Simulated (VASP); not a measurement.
Wanted: the native input for a VASP 6.6.1 run.

| Quantity | Value |
| --- | --- |
| Task | single point |
| Functional | PBE |
| Potentials or basis | VASP PAW PBE potentials, release 64 (Ti_sv, Ru_pv, C) |
| Cutoff | 520 eV |
| k mesh | 8 × 4 × 4 |
| Occupations | gaussian, width 0.2 eV |
| Spin | no spin polarisation |
| Dipole correction | no |
| Further INCAR settings | ALGO = Normal; EDIFF = 1e-07; NBANDS = 62 |

The structure of Ti2RuC3 lies in POSCAR:

```
Ti2RuC3
1.0
   -0.0006537798     -3.1345049198     -0.0003474020
   -5.2996234750     -0.0008858512     -0.0006592127
    0.1168920496     -0.0003422434     -7.2907498472
Ti Ru C
4 2 6
Direct
    0.7499358262      0.0792256772      0.3332315213
    0.2500465139      0.5765010791      0.3217145710
    0.2500754784      0.9206447425      0.6667448400
    0.7501857786      0.4234038871      0.6782743521
    0.7496151623      0.7807445784      0.9918883986
    0.2504244699      0.2194977884      0.0081783859
    0.7499952589      0.7480688611      0.5013904364
    0.2499316605      0.2518476628      0.4985950397
    0.7501206348      0.0884968337      0.8310182170
    0.2498996813      0.5878117980      0.8503568129
    0.2497213982      0.9115034130      0.1689476477
    0.7500481369      0.4122536786      0.1496597777
```

One way to write it, as run:

INCAR

```
SYSTEM = Ti2RuC3
PREC = Accurate
ENCUT = 520
EDIFF = 1E-7
ISMEAR = 0
SIGMA = 0.2
LREAL = .False.
LASPH = .True.
NELM = 60
ALGO = Normal
ISIF = 2
LWAVE = .False.
LCHARG = .True.
GGA = PE
LELF = .True.
LVHAR = .True.
NBANDS = 62
```

KPOINTS

```
Automatic mesh
0
Gamma
  8 4 4
  0 0 0
```

Potentials or basis: VASP PAW PBE potentials, release 64 (Ti_sv, Ru_pv, C).

Run with:

```console
$ cat potpaw_PBE.64/Ti_sv/POTCAR potpaw_PBE.64/Ru_pv/POTCAR potpaw_PBE.64/C/POTCAR > POTCAR
$ mpirun -np 1 vasp_std > vasp.out
```

It gave:

```json
{
 "Pressure": "0.2 GPa",
 "Largest force": "0.022 eV/Å",
 "Band gap on the k mesh": "zero (bands 50 and 51 overlap by 0.36 eV)"
}
```

Run time: 9.5 min on 1 thread of Intel(R) Xeon(R) 6975P-C (Granite Rapids), on a shared host, peak memory 0.46 GiB.
